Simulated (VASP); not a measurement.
# K2S (Fm-3m) in VASP: further runs

Aim: see how the results for K2S move with the level of theory and the settings. Levels: revPBE, RPBE, revPBE+D4. Tasks: single point.

Program: VASP 6.6.1. These are calculated values, not measurements. Logs are shortened: lines on timing, memory, paths and dates and some standing lists are left out, and cuts for length are marked.

## (1) The cell of the first run

The structure is cubic, space group Fm-3m (No. 225). The conventional cell has a = 7.416 Å, b = 7.416 Å, c = 7.416 Å, α = 90.00°, β = 90.00°, γ = 90.00°. K (site symmetry -43m) has 4 S at 3.21 Å and 6 K at 3.71 Å within 4.2 Å. S (site symmetry m-3m) has 8 K at 3.21 Å within 4.2 Å.

## (2) Single point, revPBE (33.99 Å³/atom)

INCAR

```
SYSTEM = K2S
ALGO = Normal
EDIFF = 1E-6
ENCUT = 500
GGA = RE
GGA_COMPAT = .False.
ISIF = 2
ISMEAR = 0
LASPH = .True.
LCHARG = .False.
LREAL = .False.
LWAVE = .False.
NBANDS = 19
NELM = 120
PREC = Accurate
SIGMA = 0.05
```

KPOINTS

```
k-points
0
Gamma
  6 6 6
  0 0 0
```

POSCAR

```
K2S
1.0
    0.0000000000      3.7081934627      3.7081934627
    3.7081934627      0.0000000000      3.7081934627
    3.7081934627      3.7081934627      0.0000000000
K S
2 1
Direct
    0.2500000000      0.2500000000      0.2500000000
    0.7500000000      0.7500000000      0.7500000000
    0.0000000000      0.0000000000      0.0000000000
```

Potentials or basis: VASP PAW PBE potentials, release 64 (K_sv, S).

On the command line:

```sh
$ cat potpaw_PBE.64/K_sv/POTCAR potpaw_PBE.64/S/POTCAR > POTCAR
$ mpirun -np 1 vasp_std > vasp.out
```

OUTCAR:

```text
SYSTEM = K2S
   EDIFF = 1E-6
   ENCUT = 500
   GGA = RE
   ISIF = 2
   ISMEAR = 0
   LASPH = .True.
   LREAL = .False.
   NELM = 120
   PREC = Accurate

 ion  position               nearest neighbor table
   1  0.250  0.250  0.250-   3 3.21   3 3.21   3 3.21   3 3.21   2 3.71   2 3.71   2 3.71   2 3.71
                             2 3.71   2 3.71
   2  0.750  0.750  0.750-   3 3.21   3 3.21   3 3.21   3 3.21   1 3.71   1 3.71   1 3.71   1 3.71
                             1 3.71   1 3.71
   3  0.000  0.000  0.000-   2 3.21   2 3.21   2 3.21   1 3.21   2 3.21   1 3.21   1 3.21   1 3.21

  LATTYP: Found a face centered cubic cell.
 ALAT       =     7.4163869254

  Lattice vectors:

 A1 = (   0.0000000000,   3.7081934627,   3.7081934627)
 A2 = (   3.7081934627,   0.0000000000,   3.7081934627)
 A3 = (   3.7081934627,   3.7081934627,   0.0000000000)

Analysis of symmetry for initial positions (statically):
=====================================================================
 Subroutine PRICEL returns:
 Original cell was already a primitive cell.

 Routine SETGRP: Setting up the symmetry group for a
 face centered cubic supercell.

 Subroutine GETGRP returns: Found 48 space group operations
 (whereof 48 operations were pure point group operations)
 out of a pool of 48 trial point group operations.

The static configuration has the point symmetry O_h .

Analysis of symmetry for dynamics (positions and initial velocities):
=====================================================================
 Subroutine PRICEL returns:
 Original cell was already a primitive cell.

 Routine SETGRP: Setting up the symmetry group for a
 face centered cubic supercell.

 Subroutine GETGRP returns: Found 48 space group operations
 (whereof 48 operations were pure point group operations)
 out of a pool of 48 trial point group operations.

The dynamic configuration has the point symmetry O_h .

 Subroutine INISYM returns: Found 48 space group operations
 (whereof 48 operations are pure point group operations),
 and found     1 'primitive' translations

----------------------------------------------------------------------------------------

                                     Primitive cell

  volume of cell :     101.9805

  direct lattice vectors                    reciprocal lattice vectors
     0.000000000  3.708193463  3.708193463    -0.134836546  0.134836546  0.134836546
     3.708193463  0.000000000  3.708193463     0.134836546 -0.134836546  0.134836546
     3.708193463  3.708193463  0.000000000     0.134836546  0.134836546 -0.134836546

  length of vectors
     5.244177487  5.244177487  5.244177487     0.233543749  0.233543749  0.233543749

  position of ions in fractional coordinates (direct lattice)
     0.250000000  0.250000000  0.250000000
     0.750000000  0.750000000  0.750000000
     0.000000000  0.000000000  0.000000000

  ion indices of the primitive-cell ions
   primitive index   ion index
                 1           1
                 2           2
                 3           3

----------------------------------------------------------------------------------------

 KPOINTS: k-points

Automatic generation of k-mesh.
 Grid dimensions read from file:
 generate k-points for:    6    6    6

 Generating k-lattice:

  Cartesian coordinates                     Fractional coordinates (reciprocal lattice)
    -0.022472758  0.022472758  0.022472758     0.166666667  0.000000000  0.000000000
     0.022472758 -0.022472758  0.022472758     0.000000000  0.166666667  0.000000000
     0.022472758  0.022472758 -0.022472758     0.000000000  0.000000000  0.166666667

  Length of vectors
     0.038923958  0.038923958  0.038923958

  Shift w.r.t. Gamma in fractional coordinates (k-lattice)
     0.000000000  0.000000000  0.000000000

 Subroutine IBZKPT returns following result:
 ===========================================

 Found     16 irreducible k-points:

 Following reciprocal coordinates:
            Coordinates               Weight
  0.000000  0.000000  0.000000      1.000000
  0.166667  0.000000  0.000000      8.000000
  0.333333  0.000000  0.000000      8.000000
  0.500000  0.000000  0.000000      4.000000
  0.166667  0.166667  0.000000      6.000000
  0.333333  0.166667  0.000000     24.000000
[... 8 lines left out ...]
 -0.333333  0.333333  0.166667     24.000000
 -0.333333  0.500000  0.166667     12.000000
   k-points           NKPTS =     16   k-points in BZ     NKDIM =     16   number of bands    NBANDS=     19
   number of dos      NEDOS =    301   number of ions     NIONS =      3
   total plane-waves  NPLWV =  64000
   dimension x,y,z NGX =    40 NGY =   40 NGZ =   40
   dimension x,y,z NGXF=    80 NGYF=   80 NGZF=   80
   ions per type =               2   1
   NGX,Y,Z   is equivalent  to a cutoff of  12.68, 12.68, 12.68 a.u.
   NGXF,Y,Z  is equivalent  to a cutoff of  25.36, 25.36, 25.36 a.u.
 SYSTEM =  K2S
[... 95 lines left out ...]
      5     -13.0741      2.00000
      6     -13.0088      2.00000
[... 11 lines left out ...]
     18       7.5030      0.00000
     19       7.5030      0.00000

 k-point     4 :       0.5000    0.0000    0.0000
  band No.  band energies     occupation
      1     -29.5301      2.00000
      2     -29.5300      2.00000
      3     -13.1125      2.00000
      4     -13.0369      2.00000
      5     -13.0239      2.00000
      6     -13.0239      2.00000
[... 11 lines left out ...]
     18       7.4331      0.00000
     19       7.6197      0.00000

 k-point     5 :       0.1667    0.1667    0.0000
  band No.  band energies     occupation
      1     -29.5633      2.00000
      2     -29.4980      2.00000
      3     -13.1396      2.00000
      4     -13.1396      2.00000
      5     -13.0538      2.00000
      6     -13.0097      2.00000
[... 11 lines left out ...]
     18       7.3029      0.00000
     19       7.3029      0.00000

 k-point     6 :       0.3333    0.1667    0.0000
  band No.  band energies     occupation
      1     -29.5529      2.00000
      2     -29.5077      2.00000
      3     -13.1521      2.00000
      4     -13.1363      2.00000
      5     -13.0995      2.00000
      6     -12.9876      2.00000
[... 11 lines left out ...]
     18       7.2997      0.00000
     19       7.9816      0.00000

 k-point     7 :       0.5000    0.1667    0.0000
  band No.  band energies     occupation
      1     -29.5365      2.00000
      2     -29.5235      2.00000
      3     -13.1904      2.00000
      4     -13.1142      2.00000
      5     -13.1002      2.00000
      6     -12.9580      2.00000
[... 11 lines left out ...]
     18       7.1797      0.00000
     19       7.9061      0.00000

 k-point     8 :      -0.3333    0.1667    0.0000
  band No.  band energies     occupation
      1     -29.5414      2.00000
      2     -29.5188      2.00000
      3     -13.1934      2.00000
      4     -13.0845      2.00000
      5     -13.0395      2.00000
      6     -13.0162      2.00000
[... 80 lines left out ...]
 k-point    12 :      -0.3333    0.3333    0.0000
  band No.  band energies     occupation
      1     -29.5298      2.00000
      2     -29.5298      2.00000
      3     -13.2689      2.00000
      4     -13.1398      2.00000
      5     -13.1131      2.00000
      6     -12.9429      2.00000
[... 11 lines left out ...]
     18       7.2569      0.00000
     19       7.9008      0.00000

 k-point    13 :       0.5000    0.5000    0.0000
  band No.  band energies     occupation
      1     -29.5426      2.00000
      2     -29.5167      2.00000
      3     -13.3150      2.00000
      4     -13.1830      2.00000
      5     -13.1830      2.00000
      6     -12.8634      2.00000
[... 11 lines left out ...]
     18       7.5141      0.00000
     19       7.6065      0.00000

 k-point    14 :       0.5000    0.3333    0.1667
  band No.  band energies     occupation
      1     -29.5430      2.00000
      2     -29.5169      2.00000
      3     -13.2248      2.00000
      4     -13.1648      2.00000
      5     -13.0929      2.00000
      6     -12.9592      2.00000
[... 11 lines left out ...]
     18       7.5097      0.00000
     19       7.8088      0.00000

 k-point    15 :      -0.3333    0.3333    0.1667
  band No.  band energies     occupation
      1     -29.5298      2.00000
      2     -29.5298      2.00000
      3     -13.2603      2.00000
      4     -13.1831      2.00000
      5     -13.0292      2.00000
      6     -13.0269      2.00000
[... 11 lines left out ...]
     18       7.1994      0.00000
     19       7.8257      0.00000

 k-point    16 :      -0.3333    0.5000    0.1667
  band No.  band energies     occupation
      1     -29.5362      2.00000
      2     -29.5232      2.00000
      3     -13.2983      2.00000
      4     -13.2008      2.00000
      5     -13.1054      2.00000
      6     -12.9457      2.00000
[... 11 lines left out ...]
     18       7.4365      0.00000
     19       7.6627      0.00000

------------------------ aborting loop because EDIFF is reached ----------------------------------------

  FORCE on cell =-STRESS in cart. coord.  units (eV):
  Direction    XX          YY          ZZ          XY          YZ          ZX
  --------------------------------------------------------------------------------------
  -------------------------------------------------------------------------------------
  Total        0.8652979      0.8652979      0.8652979      0.0000000      0.0000000      0.0000000
  in kB       13.5943695     13.5943695     13.5943695      0.0000000      0.0000000      0.0000000
  external PRESSURE =      13.5943695 kB  Pullay stress =       0.0000000 kB

 VOLUME and BASIS-vectors are now :
 -----------------------------------------------------------------------------
  energy-cutoff  :      500.00
  volume of cell :      101.98
      direct lattice vectors                 reciprocal lattice vectors
     0.000000000  3.708193463  3.708193463    -0.134836546  0.134836546  0.134836546
     3.708193463  0.000000000  3.708193463     0.134836546 -0.134836546  0.134836546
     3.708193463  3.708193463  0.000000000     0.134836546  0.134836546 -0.134836546

 POSITION                                       TOTAL-FORCE (eV/Angst)
 -----------------------------------------------------------------------------------
      1.85410      1.85410      1.85410         0.000000     -0.000000      0.000000
      5.56229      5.56229      5.56229         0.000000      0.000000     -0.000000
      0.00000      0.00000      0.00000        -0.000000     -0.000000      0.000000
 -----------------------------------------------------------------------------------
    total drift:                               -0.000000     -0.000000      0.000000

  FREE ENERGIE OF THE ION-ELECTRON SYSTEM (eV)
  ---------------------------------------------------
  free  energy   TOTEN  =        -8.8645684953 eV

  energy  without entropy=       -8.8645684953  energy(sigma->0) =       -8.86456850
```

Wall time 66 s (1 thread of Intel Xeon 8259CL, shared host); peak memory 0.24 GiB.

What came out:

- Free energy: -8.8646 eV
- Pressure: 1.4 GPa
- Band gap on the k mesh: 2.60 eV (least direct gap 2.79 eV)

Caveat: the PAW data sets were made with another functional, which shifts forces and pressure a little. A k mesh can miss the band edges.

## (3) Single point, RPBE (34.05 Å³/atom)

INCAR

```
  PREC = Accurate
  ENCUT = 500
  EDIFF = 1E-6
  ISMEAR = 0
  SIGMA = 0.05
  LREAL = F
  LASPH = T
  NELM = 120
  ALGO = Normal
  ISIF = 2
  LWAVE = F
  LCHARG = F
  GGA = RP
  NBANDS = 19
  GGA_COMPAT = F
```

KPOINTS

```
Automatic mesh
0
Gamma
  6 6 6
```

POSCAR

```
K2S
1.0
    0.0000000000      3.7101149314      3.7101149314
    3.7101149314      0.0000000000      3.7101149314
    3.7101149314      3.7101149314      0.0000000000
K S
2 1
Direct
    0.2500000000      0.2500000000      0.2500000000
    0.7500000000      0.7500000000      0.7500000000
    0.0000000000      0.0000000000      0.0000000000
```

Potentials or basis: VASP PAW PBE potentials, release 64 (K_sv, S).

On the command line:

```sh
$ cat potpaw_PBE.64/K_sv/POTCAR potpaw_PBE.64/S/POTCAR > POTCAR
$ mpirun -np 1 vasp_std > vasp.out
```

It took 57 s on 1 thread of Intel Xeon 8259CL, shared host; peak memory 0.24 GiB.

It converged, with:

```yaml
Free_energy: -8.8116 eV
Pressure: 1.6 GPa
Band_gap_on_the_k_mesh: 2.62 eV (least direct gap 2.81 eV)
```

Levels at points of the mesh, in eV from the valence-band top:
| k point | band 9 | band 10 | band 11 | band 12 | band 13 | band 14 | band 15 | band 16 |
| --- | --- | --- | --- | --- | --- | --- | --- | --- |
| (0.00, 0.00, 0.00) | -9.60 | -0.18 | -0.18 | -0.18 | 2.62 | 5.58 | 5.58 | 7.58 |
| (0.50, 0.00, 0.00) | -9.41 | -0.58 | -0.06 | -0.06 | 4.94 | 5.20 | 5.95 | 5.95 |
| (0.50, 0.50, 0.00) | -9.37 | -0.70 | 0.00 | 0.00 | 3.74 | 5.44 | 6.73 | 6.74 |

Caveat: the PAW data sets were made with another functional, which shifts forces and pressure a little. A k mesh can miss the band edges.

## (4) Single point, revPBE+D4 (33.84 Å³/atom)

This run uses another cell than the first one, of 33.84 Å³/atom.

INCAR

```
ALGO = Normal
EDIFF = 1E-6
ENCUT = 500
GGA = RE
GGA_COMPAT = F
ISIF = 2
ISMEAR = 0
IVDW = 13
LASPH = T
LCHARG = T
LELF = T
LREAL = F
LVHAR = T
LWAVE = F
NBANDS = 19
NELM = 120
PREC = Accurate
SIGMA = 0.05
```

KPOINTS

```
k-points
0
Gamma
  6 6 6
```

POSCAR

```
K2S
1.0
    0.0000000000      3.7024334645      3.7024334645
    3.7024334645      0.0000000000      3.7024334645
    3.7024334645      3.7024334645      0.0000000000
K S
2 1
Direct
    0.2500000000      0.2500000000      0.2500000000
    0.7500000000      0.7500000000      0.7500000000
    0.0000000000      0.0000000000      0.0000000000
```

On the command line:

```sh
$ cat potpaw_PBE.64/K_sv/POTCAR potpaw_PBE.64/S/POTCAR > POTCAR
$ mpirun -np 1 vasp_std > vasp.out
```

It took 54 s on 1 thread of Intel Xeon 8259CL, shared host; peak memory 0.24 GiB.

Results (log left out):

```yaml
Free_energy: -9.2994 eV
Pressure: 0.8 GPa
Band_gap_on_the_k_mesh: 2.62 eV (least direct gap 2.81 eV)
Dispersion_energy_per_atom: -0.146 eV
```

Levels at points of the mesh, in eV from the valence-band top:
| k point | band 9 | band 10 | band 11 | band 12 | band 13 | band 14 | band 15 | band 16 |
| --- | --- | --- | --- | --- | --- | --- | --- | --- |
| (0.00, 0.00, 0.00) | -9.60 | -0.19 | -0.19 | -0.19 | 2.62 | 5.57 | 5.57 | 7.60 |
| (0.50, 0.00, 0.00) | -9.41 | -0.58 | -0.07 | -0.07 | 4.94 | 5.21 | 5.95 | 5.95 |
| (0.50, 0.50, 0.00) | -9.37 | -0.71 | 0.00 | 0.00 | 3.73 | 5.43 | 6.73 | 6.76 |

Caveat: the PAW data sets were made with another functional, which shifts forces and pressure a little.

## (5) Single point, revPBE+D4 (34.50 Å³/atom)

This run uses another cell than the first one, of 34.50 Å³/atom.

INCAR

```
ALGO     = Normal         # electronic algorithm
EDIFF    = 1E-6           # SCF threshold, eV
ENCUT    = 500            # plane-wave cutoff, eV
GGA      = RE             # functional
GGA_COMPAT= F            
ISIF     = 2              # what is computed and relaxed
ISMEAR   = 0              # smearing method
IVDW     = 13             # dispersion correction
LASPH    = T              # aspherical terms in the spheres
LCHARG   = T              # write CHGCAR
LELF     = T              # ELF
LREAL    = F              # projectors in reciprocal space
LVHAR    = T            
LWAVE    = F              # write WAVECAR
NBANDS   = 19             # bands
NELM     = 120            # most SCF steps
PREC     = Accurate       # precision mode
SIGMA    = 0.05           # smearing width, eV
```

KPOINTS is that of step 4.

POSCAR

```
K2S
1.0
    0.0000000000      3.7265722597      3.7265722597
    3.7265722597      0.0000000000      3.7265722597
    3.7265722597      3.7265722597      0.0000000000
K S
2 1
Direct
    0.2500000000      0.2500000000      0.2500000000
    0.7500000000      0.7500000000      0.7500000000
    0.0000000000      0.0000000000      0.0000000000
```

On the command line:

```sh
$ cat potpaw_PBE.64/K_sv/POTCAR potpaw_PBE.64/S/POTCAR > POTCAR
$ mpirun -np 1 vasp_std > vasp.out
```

Wall time 57 s (1 thread of Intel Xeon 8259CL, shared host); peak memory 0.24 GiB.

Results (log left out):

```
Free energy                : -9.3069 eV
Pressure                   : 0.4 GPa
Band gap on the k mesh     : 2.57 eV (least direct gap 2.74 eV)
Dispersion energy per atom : -0.144 eV
```

Levels at points of the mesh, in eV from the valence-band top:
```csv
k point,band 8,band 9,band 10,band 11,band 12,band 13,band 14,band 15,band 16,band 17
"(0.00, 0.00, 0.00)",-12.71,-9.59,-0.17,-0.17,-0.17,2.57,5.56,5.56,7.53,7.53
"(0.50, 0.00, 0.00)",-12.82,-9.41,-0.57,-0.06,-0.06,4.90,5.12,5.92,5.92,7.62
"(0.50, 0.50, 0.00)",-12.65,-9.37,-0.69,0.00,0.00,3.72,5.39,6.66,6.70,7.69
```

Caveat: the PAW data sets were made with another functional, which shifts forces and pressure a little.

## (6) Single point, revPBE (35.09 Å³/atom)

This run uses another cell than the first one, of 35.09 Å³/atom.

INCAR

```
  PREC = Accurate
  ENCUT = 500
  EDIFF = 1E-6
  ISMEAR = 0
  SIGMA = 0.05
  LREAL = F
  LASPH = T
  NELM = 120
  ALGO = Normal
  ISIF = 2
  LWAVE = F
  LCHARG = F
  GGA = RE
  NBANDS = 19
  GGA_COMPAT = F
```

KPOINTS

```
Automatic mesh
0
Gamma
  6 6 6
```

POSCAR

```
K2S
1.0
    0.0000000000      3.7476799844      3.7476799844
    3.7476799844      0.0000000000      3.7476799844
    3.7476799844      3.7476799844      0.0000000000
K S
2 1
Direct
    0.2500000000      0.2500000000      0.2500000000
    0.7500000000      0.7500000000      0.7500000000
    0.0000000000      0.0000000000      0.0000000000
```

Potentials or basis: VASP PAW PBE potentials, release 64 (K_sv, S).

On the command line:

```sh
$ cat potpaw_PBE.64/K_sv/POTCAR potpaw_PBE.64/S/POTCAR > POTCAR
$ mpirun -np 1 vasp_std > vasp.out
```

Run time: 65 s. Hardware: 1 thread of Intel Xeon 8259CL, shared host; peak memory 0.24 GiB.

Results (log left out):

```
Free energy            : -8.8863 eV
Pressure               : 0.7 GPa
Band gap on the k mesh : 2.52 eV (least direct gap 2.68 eV)
```

Levels at points of the mesh, in eV from the valence-band top:
```
           k point  band 10  band 11  band 12  band 13  band 14  band 15
(0.00, 0.00, 0.00)    -0.16    -0.16    -0.16     2.52     5.56     5.56
(0.50, 0.00, 0.00)    -0.56    -0.05    -0.05     4.86     5.04     5.89
(0.50, 0.50, 0.00)    -0.68     0.00     0.00     3.71     5.36     6.57
```

Caveat: the PAW data sets were made with another functional, which shifts forces and pressure a little. A k mesh can miss the band edges.

## (7) The runs side by side

```tsv
level	cell	gap on the mesh (eV)	pressure (GPa)
revPBE	a = 5.244 Å, angles 60.0°, 3 atoms	2.60	1.4
RPBE	a = 5.247 Å, angles 60.0°, 3 atoms	2.62	1.6
revPBE+D4	a = 5.236 Å, angles 60.0°, 3 atoms	2.62	0.8
revPBE+D4	a = 5.270 Å, angles 60.0°, 3 atoms	2.57	0.4
revPBE	a = 5.300 Å, angles 60.0°, 3 atoms	2.52	0.7
```

Alike in all rows: task single point; potentials or basis VASP PAW PBE potentials, release 64 (K_sv, S); no spin polarisation; k mesh 6 × 6 × 6; cutoff (eV) 500; smearing gaussian 0.05 eV.

Caveats: the PAW data sets were made with another functional, which shifts forces and pressure a little.

Total energies depend on the potentials used, so only differences within one code and one set of settings carry meaning.
